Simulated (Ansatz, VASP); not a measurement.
CuAs in VASP and in Ansatz

```
CELL_PARAMETERS angstrom
3.95610 0.00000 0.00000
-1.97805 3.42608 0.00000
0.00000 0.00000 4.85804
ATOMIC_POSITIONS crystal
Cu 0.00000 0.00000 0.50000
Cu 0.00000 0.00000 0.00000
As 0.66667 0.33333 0.75000
As 0.33333 0.66667 0.25000
```

Alike in both runs: task single point; functional LDA; k mesh 12 × 12 × 8; occupations gaussian, width 0.15 eV; no spin polarisation.

```csv
,VASP,Ansatz
version,VASP 6.6.1,Ansatz 0.2.0
potentials or method,"VASP PAW LDA potentials, release 64 (Cu, As), cutoff 520 eV","scalar-relativistic, plane waves, PAW"
valence electrons in the cell,32,68
```

VASP gave:

- gap on the k mesh at the Fermi level (eV): none
- pressure (GPa): -8.8
- traceless stress, the component that is largest in VASP (GPa): 3.30

Problem. Estimate Ansatz's values.

Solution. gap on the k mesh at the Fermi level (eV): none; pressure (GPa): -9.3; traceless stress, the component that is largest in VASP (GPa): 3.27.

LDA's correlation is that of Perdew and Zunger in VASP and of Perdew and Wang (1992) in Ansatz. A gap of «none» marks a metal or a gap that the smearing closes. VASP's potentials hold 32 valence electrons a cell and Ansatz's 68, so a difference there can come from the potentials and not from the codes.
